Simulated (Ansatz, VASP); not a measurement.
TlAs2: VASP beside Ansatz

```
Tl As
1.0
     4.40914    0.00000    0.00000
     0.00000    4.40914    0.00000
     0.00000    0.00000    6.72747
Tl As
2 4
Direct
  0.00000 0.50000 0.70000
  0.50000 0.00000 0.30000
  0.00000 0.00000 0.00000
  0.50000 0.50000 0.00000
  0.00000 0.50000 0.27000
  0.50000 0.00000 0.73000
```

Alike in both runs: task single point; functional PBE; k mesh 4 × 4 × 4; occupations gaussian, width 0.1 eV; no spin polarisation.

|  | VASP | Ansatz |
| --- | --- | --- |
| version | VASP 6.6.1 | Ansatz 0.2.0 |
| potentials or method | VASP PAW PBE potentials, release 64 (Tl_d, As), cutoff 520 eV | scalar-relativistic, plane waves, PAW |
| valence electrons in the cell | 46 | 86 |

|  | VASP | Ansatz | Ansatz less VASP |
| --- | --- | --- | --- |
| gap on the k mesh at the Fermi level (eV) | none | none | - |
| pressure (GPa) | 9.0 | 8.9 | -0.05 |
| rms of the force components (eV/Å) | 0.369 | 0.369 | 0.0000 |

Atom by atom the forces differ by 0.002 eV/Å (rms over components). A gap of «none» marks a metal or a gap that the smearing closes. With one functional, cell and mesh, what is left measures potentials, basis and numerics. VASP's potentials hold 46 valence electrons a cell and Ansatz's 86, so a difference there can come from the potentials and not from the codes.

Spin-orbit coupling is off throughout.
